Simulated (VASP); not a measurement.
A run of VASP 6.6.1:

Contents of POSCAR:

```
Al
1.0
    2.8124553515      0.0000000000      0.0000000000
   -1.4062276757      2.4356577814      0.0000000000
    0.0000000000      0.0000000000      4.8668500000
Al
2
Direct
    0.6666666667      0.3333333333      0.7500000000
    0.3333333333      0.6666666667      0.2500000000
```

The input INCAR.step1:

```
ALGO = Normal ; EDIFF = 1E-4
ENCUT = 520 ; GGA = PE
ISMEAR = 0 ; LASPH = T
LCHARG = F ; LREAL = F
LWAVE = T ; NBANDS = 10
NELM = 100 ; PREC = Accurate
SIGMA = 0.15
```

INCAR.step2

```
ALGO = Normal ; EDIFF = 1E-7
ENCUT = 520 ; ISIF = 2
ISMEAR = 0 ; ISTART = 1
LASPH = T ; LCHARG = T
LELF = T ; LMIXTAU = T
LREAL = F ; LVHAR = T
LWAVE = F ; METAGGA = R2SCAN
NBANDS = 10 ; NELM = 100
PREC = Accurate ; SIGMA = 0.15
```

Contents of KPOINTS:

```
k-points
0
Gamma
  24 24 12
```

Potentials or basis: VASP PAW PBE potentials, release 64 (Al).

Launch:

```console
$ cat potpaw_PBE.64/Al/POTCAR > POTCAR
$ cp INCAR.step1 INCAR
$ mpirun -np 1 vasp_std > vasp.out
$ cp INCAR.step2 INCAR
$ mpirun -np 1 vasp_std > vasp.out
```

Hardware: 1 thread of Intel(R) Xeon(R) Platinum 8375C CPU @ 2.90GHz (Ice Lake), with other jobs on the host.

Question: How long does it take, and how much memory?

Answer: Run time: 4.2 min on 1 thread of Intel(R) Xeon(R) Platinum 8375C CPU @ 2.90GHz (Ice Lake), with other jobs on the host, peak memory 0.24 GiB. Counts: k points 427.
